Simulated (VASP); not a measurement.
# Ru (P6_3/mmc) in VASP: notebook, part 2 of 2

VASP 6.6.1. Earlier steps stand in the parts before.

### 3 Single point, LDA

The input, INCAR:

```
  PREC = Accurate
  ENCUT = 520
  EDIFF = 1E-6
  ISMEAR = 1
  SIGMA = 0.6
  LREAL = False
  LASPH = True
  NELM = 80
  ALGO = Normal
  ISIF = 2
  LWAVE = False
  LCHARG = False
  GGA = CA
  NBANDS = 21
```

The input, KPOINTS:

```
regular mesh
0
Gamma
  13 13 8
```

The input, POSCAR:

```
Ru
1.0
    2.6775346364      0.0000000000      0.0000000000
   -1.3387673182      2.3188130146      0.0000000000
    0.0000000000      0.0000000000      4.2181251212
Ru
2
Direct
    0.3333333333      0.6666666667      0.2500000000
    0.6666666667      0.3333333333      0.7500000000
```

Potentials or basis: VASP PAW LDA potentials, release 64 (Ru_pv).

Command:

```sh
$ cat potpaw_LDA.64/Ru_pv/POTCAR > POTCAR
$ mpirun -np 1 vasp_std > vasp.out
```

OUTCAR:

```text
PREC = Accurate
   ENCUT = 520
   EDIFF = 1E-6
   ISMEAR = 1
   LREAL = False
   LASPH = True
   NELM = 80
   ISIF = 2
   GGA = CA

 ion  position               nearest neighbor table
   1  0.333  0.667  0.250-   2 2.61   2 2.61   2 2.61   2 2.61   2 2.61   2 2.61
   2  0.667  0.333  0.750-   1 2.61   1 2.61   1 2.61   1 2.61   1 2.61   1 2.61

  LATTYP: Found a hexagonal cell.
 ALAT       =     2.6775346364
 C/A-ratio  =     1.5753764914

  Lattice vectors:

 A1 = (   2.6775346364,   0.0000000000,   0.0000000000)
 A2 = (  -1.3387673182,   2.3188130146,   0.0000000000)
 A3 = (   0.0000000000,   0.0000000000,   4.2181251212)

Analysis of symmetry for initial positions (statically):
=====================================================================
 Subroutine PRICEL returns:
 Original cell was already a primitive cell.

 Routine SETGRP: Setting up the symmetry group for a
 hexagonal supercell.

 Subroutine GETGRP returns: Found 24 space group operations
 (whereof 12 operations were pure point group operations)
 out of a pool of 24 trial point group operations.

The static configuration has the point symmetry D_3d.
 The point group associated with its full space group is D_6h.

Analysis of symmetry for dynamics (positions and initial velocities):
=====================================================================
 Subroutine PRICEL returns:
 Original cell was already a primitive cell.

 Routine SETGRP: Setting up the symmetry group for a
 hexagonal supercell.

 Subroutine GETGRP returns: Found 24 space group operations
 (whereof 12 operations were pure point group operations)
 out of a pool of 24 trial point group operations.

The dynamic configuration has the point symmetry D_3d.
 The point group associated with its full space group is D_6h.

 Subroutine INISYM returns: Found 24 space group operations
 (whereof 12 operations are pure point group operations),
 and found     1 'primitive' translations

[... 105 lines left out ...]
   NELECT =      28.0000    total number of electrons
   NUPDOWN=      -1.0000    fix difference up-down
   EMIN   =  10.00;   EMAX   =-10.00  energy-range for DOS
   EFERMI =   0.00;   METHOD = LEGACY
   ISMEAR =     1;   SIGMA  =   0.60  broadening in eV -4-tet -1-fermi 0-gaus
   EFERMI_NEDOS =   21; number of points for ismear=-14 and -15
   IALGO  =     38    algorithm
   IMIX   =      4    mixing-type and parameters
     AMIX     =   0.40;   BMIX     =  1.00
     AMIX_MAG =   1.60;   BMIX_MAG =  1.00
  volume/ion in A,a.u.               =      13.09        88.37
  Fermi-wavevector in a.u.,A,eV,Ry     =   1.673995  3.163391 38.127038  2.802258
  Thomas-Fermi vector in A             =   2.758868
   LORBIT       =      0    0 simple, 1 ext, 2 COOP (PROOUT), +10 PAW based schemes
   GGA     = CA    functional components
   LHFCALC =     F    Hartree Fock is set to
   AEXX    =    0.0000 exact exchange contribution
   IVDW    =     0    specifies the selected vdW correction
   LEPSILON=     F    determine dielectric tensor
   LRPA    =     F    only Hartree local field effects (RPA)
 non-spin polarized calculation
 Methfessel and Paxton  Order N= 1 SIGMA  =   0.60
  energy-cutoff  :      520.00
  volume of cell :       26.19
 maximum number of plane-waves:       724
 NGX is ok and might be reduce to    20
   NGX =  9   NGY =  9   NGZ = 15

 number of electron      27.9999992 magnetization

 Free energy of the ion-electron system (eV)
  ---------------------------------------------------
  ext. energy  EPLUGINS =         0.00000000
  ---------------------------------------------------
  free energy    TOTEN  =       -21.38421278 eV

  energy without entropy =      -21.40218789  energy(sigma->0) =      -21.39020448

 E-fermi :  13.3993     XC(G=0): -14.6039

 val. band max:       13.3814052729   @ k =   0.4615   0.0769   0.2500
 cond. band min:      13.4211521518   @ k =   0.0769   0.0000   0.3750
 fundamental gap:      0.0397468788
 Fermi energy:        13.3993030462

 k-point     1 :       0.0000    0.0000    0.0000
  band No.  band energies     occupation
      1     -30.2465      2.00000
      2     -29.1752      2.00000
      3     -29.1752      2.00000
      4     -28.9774      2.00000
      5     -28.9774      2.00000
      6     -28.9257      2.00000
[... 565 lines left out ...]
     20      23.3087     -0.00000
     21      24.8826     -0.00000

 [... further k-points ...]
[... 5 lines left out ...]
  --------------------------------------------------------------------------------------
  -------------------------------------------------------------------------------------
  Total        0.0768595      0.0768595      0.1529787      0.0000000      0.0000000     -0.0000000
  in kB        4.7020538      4.7020538      9.3588263      0.0000000      0.0000000     -0.0000000
  external PRESSURE =       6.2543113 kB  Pullay stress =       0.0000000 kB

 VOLUME and BASIS-vectors are now :
 -----------------------------------------------------------------------------
  energy-cutoff  :      520.00
  volume of cell :       26.19
      direct lattice vectors                 reciprocal lattice vectors
     2.677534636  0.000000000  0.000000000     0.373477895  0.215627563  0.000000000
    -1.338767318  2.318813015  0.000000000     0.000000000  0.431255127  0.000000000
     0.000000000  0.000000000  4.218125121     0.000000000  0.000000000  0.237072152

 POSITION                                       TOTAL-FORCE (eV/Angst)
 -----------------------------------------------------------------------------------
     -0.00000      1.54588      1.05453        -0.000000      0.000000      0.000000
      1.33877      0.77294      3.16359         0.000000     -0.000000      0.000000
 -----------------------------------------------------------------------------------
    total drift:                               -0.000000      0.000000     -0.000000

  FREE ENERGIE OF THE ION-ELECTRON SYSTEM (eV)
  ---------------------------------------------------
  free  energy   TOTEN  =       -21.3842127810 eV

  energy  without entropy=      -21.4021878894  energy(sigma->0) =      -21.39020448
```

OSZICAR:

```text
N       E                     dE             d eps       ncg     rms          rms(c)
DAV:   1     0.286383349221E+03    0.28638E+03   -0.17439E+04  4410   0.149E+03
DAV:   2    -0.168905379140E+02   -0.30327E+03   -0.29378E+03  4515   0.448E+02
DAV:   3    -0.227971804064E+02   -0.59066E+01   -0.58748E+01  5230   0.704E+01
DAV:   4    -0.228407832118E+02   -0.43603E-01   -0.43542E-01  5460   0.580E+00
DAV:   5    -0.228412230064E+02   -0.43979E-03   -0.43694E-03  5028   0.542E-01    0.201E+01
DAV:   6    -0.214891092972E+02    0.13521E+01   -0.30573E+00  5060   0.168E+01    0.548E+00
DAV:   7    -0.213958298137E+02    0.93279E-01   -0.42877E-01  5050   0.473E+00    0.116E+00
DAV:   8    -0.213848882323E+02    0.10942E-01   -0.17426E-02  4775   0.124E+00    0.378E-01
DAV:   9    -0.213841892010E+02    0.69903E-03   -0.75251E-04  5045   0.296E-01    0.283E-02
DAV:  10    -0.213842131783E+02   -0.23977E-04   -0.22011E-05  4905   0.487E-02    0.104E-02
DAV:  11    -0.213842127810E+02    0.39731E-06   -0.48636E-06  5000   0.214E-02
   1 F= -.21384213E+02 E0= -.21390204E+02  d E =0.179751E-01
```

Run time: 24 s. Hardware: 1 thread of Intel Xeon Platinum 8488C (Sapphire Rapids), shared host; peak memory 0.15 GiB.

What came out:

```
Free energy            : -21.3842 eV
Pressure               : 0.6 GPa
Band gap on the k mesh : zero (bands 14 and 15 overlap by 3.29 eV)
```

Caveat: so wide a smearing shifts energies and pressures.

### 4 Single point, LDA

The input, INCAR:

```
SYSTEM = Ru
PREC = Accurate ; ENCUT = 520
EDIFF = 1E-6 ; ISMEAR = 1
SIGMA = 1.0 ; LREAL = .False.
LASPH = .True. ; NELM = 100
ALGO = Normal ; ISIF = 2
LWAVE = .False. ; LCHARG = .True.
LELF = .True. ; LVHAR = .True.
NBANDS = 21
```

The input, KPOINTS:

```
Automatic mesh
0
Gamma
  13 13 8
  0 0 0
```

POSCAR is that of step 3.

Command:

```sh
$ cat potpaw_LDA.64/Ru_pv/POTCAR > POTCAR
$ mpirun -np 1 vasp_std > vasp.out
```

Run time: 25 s. Hardware: 1 thread of Intel Xeon Platinum 8488C (Sapphire Rapids), shared host; peak memory 0.15 GiB.

It converged, with:

| Quantity | Value |
| --- | --- |
| Free energy | -21.3532 eV |
| Pressure | -0.1 GPa |
| Band gap on the k mesh | zero (bands 14 and 15 overlap by 3.29 eV) |

Stress tensor (GPa, compression positive):
```
-0.46  0.00  0.00
 0.00 -0.46  0.00
 0.00  0.00  0.75
```

Levels at points of the mesh, in eV from the Fermi level:
| k point | band 12 | band 13 | band 14 | band 15 | band 16 | band 17 |
| --- | --- | --- | --- | --- | --- | --- |
| (0.00, 0.00, 0.00) | -2.05 | -2.05 | -1.54 | -1.54 | 1.23 | 1.23 |
| (0.00, 0.00, 0.50) | -2.97 | -2.84 | -2.84 | 0.57 | 0.57 | 0.57 |

Caveat: so wide a smearing shifts energies and pressures.

### 5 Overview

| smearing | gap on the mesh (eV) | pressure (GPa) |
| --- | --- | --- |
| methfessel-paxton 0.3 eV | none | 0.7 |
| methfessel-paxton 0.6 eV | none | 0.6 |
| methfessel-paxton 1 eV | none | -0.1 |

Alike in all rows: task single point; level LDA; potentials or basis VASP PAW LDA potentials, release 64 (Ru_pv); no spin polarisation; cell as given; k mesh 13 × 13 × 8; cutoff (eV) 520.

Caveats: so wide a smearing shifts energies and pressures.

Total energies depend on the potentials used, so only differences within one code and one set of settings carry meaning.

The gap in the log of VASP goes by the Fermi energy; the results here count the filled bands.